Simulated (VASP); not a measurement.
Set up this calculation in VASP 6.6.1, as the native input.

- Task: single point
- Functional: PBE
- Potentials or basis: VASP PAW PBE potentials, release 64 (La, In_d, Mn_pv)
- Cutoff: 520 eV
- k mesh: 6 × 6 × 6
- Occupations: fermi-dirac, width 0.05 eV
- Spin: collinear spin, ferromagnetic start
- Starting moments: [0.0, 0.0, 4.0] μB
- Dipole correction: no
- Further INCAR settings: ALGO = Normal; EDIFF = 1e-07; NBANDS = 30

The structure of LaMnIn lies in POSCAR:

```
LaMnIn
1.0
    4.5933407550      0.0000000000      0.0000000000
   -2.2966703775      3.9779497821      0.0000000000
    0.0000000000      0.0000000000      4.0965590000
La In Mn
1 1 1
Direct
    0.0000000000      0.0000000000      0.0000000000
    0.3333333333      0.6666666667      0.5000000000
    0.6666666667      0.3333333333      0.5000000000
```

The input as run:

INCAR

```
SYSTEM = LaMnIn
PREC     = Accurate       ! precision mode
ENCUT    = 520            ! plane-wave cutoff, eV
EDIFF    = 1E-7           ! SCF threshold, eV
ISMEAR   = -1             ! smearing method
SIGMA    = 0.05           ! smearing width, eV
LREAL    = .FALSE.        ! projectors in reciprocal space
LASPH    = .TRUE.         ! aspherical terms in the spheres
NELM     = 150            ! most SCF steps
ALGO     = Normal         ! electronic algorithm
ISIF     = 2              ! what is computed and relaxed
LWAVE    = .FALSE.        ! write WAVECAR
LCHARG   = .TRUE.         ! write CHGCAR
ISPIN    = 2              ! spin polarisation
MAGMOM   = 0 0 4          ! initial moments
LORBIT   = 11             ! projections on sites
LMAXMIX  = 6              ! l up to which the mixer works
GGA      = PE             ! functional
LELF     = .TRUE.         ! ELF
LVHAR    = .TRUE.       
NBANDS   = 30             ! bands
```

KPOINTS

```
regular mesh
0
G
  6 6 6
  0 0 0
```

Potentials or basis: VASP PAW PBE potentials, release 64 (La, In_d, Mn_pv).

Launch:

```sh
$ cat potpaw_PBE.64/La/POTCAR potpaw_PBE.64/In_d/POTCAR potpaw_PBE.64/Mn_pv/POTCAR > POTCAR
$ mpirun -np 1 vasp_std > vasp.out
```

It gave:

```
Pressure                                              : 4.9 GPa
Net moment                                            : 3.15 μB per cell
Site moments                                          : La -0.18; In -0.10; Mn +3.56 μB
Valence electrons inside the program's atomic spheres : La 8.52; In 11.66; Mn 11.52
```

Caveat: the cell stands under pressure.

Wall time 75 s on 1 thread of Intel(R) Xeon(R) 6975P-C (Granite Rapids), on a shared host, peak memory 0.3 GiB.
